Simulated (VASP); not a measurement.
Here is a VASP 6.6.1 calculation.

File POSCAR:

```
BN
1.0
    2.5324076112      0.0000000000      0.0000000000
   -1.2662038056      2.1931293240      0.0000000000
    0.0000000000      0.0000000000      4.1888785933
B N
2 2
Direct
    0.6666666667      0.3333333333      0.0002534944
    0.3333333333      0.6666666667      0.5002534944
    0.6666666667      0.3333333333      0.3747465056
    0.3333333333      0.6666666667      0.8747465056
```

The input INCAR.step1:

```
ALGO = Normal
EDIFF = 1E-5
ENCUT = 1460
GGA = PE
GGA_COMPAT = False
ISMEAR = 0
LASPH = True
LCHARG = False
LREAL = False
LWAVE = True
NBANDS = 16
NELM = 120
PREC = Accurate
SIGMA = 0.05
```

File INCAR.step2:

```
ALGO = Normal
EDIFF = 1E-6
ENCUT = 1460
GGA_COMPAT = False
ISIF = 2
ISMEAR = 0
ISTART = 1
IVDW = 12
LASPH = True
LCHARG = False
LMIXTAU = True
LREAL = False
LWAVE = False
METAGGA = R2SCAN
NBANDS = 16
NELM = 120
PREC = Accurate
SIGMA = 0.05
VDW_A1 = 0.49484001
VDW_A2 = 5.73083694
VDW_S6 = 1.0
VDW_S8 = 0.78981345
```

File KPOINTS:

```
k-points
0
Gamma
  10 10 6
```

Potentials or basis: VASP PAW PBE potentials, release 64 (B_h, N_h).

Run with:

```console
$ cat potpaw_PBE.64/B_h/POTCAR potpaw_PBE.64/N_h/POTCAR > POTCAR
$ cp INCAR.step1 INCAR
$ mpirun -np 1 vasp_std > vasp.out
$ cp INCAR.step2 INCAR
$ mpirun -np 1 vasp_std > vasp.out
```

Q: Predict the pressure.

A: 2.2 GPa.

Q: Predict the dispersion energy per atom.

A: -0.100 eV.

Q: What does it give for the band gap on the k mesh?

A: 5.91 eV (least direct gap 9.06 eV).

Caveat: the PAW data sets were made with another functional, which shifts forces and pressure a little. A k mesh can miss the band edges.
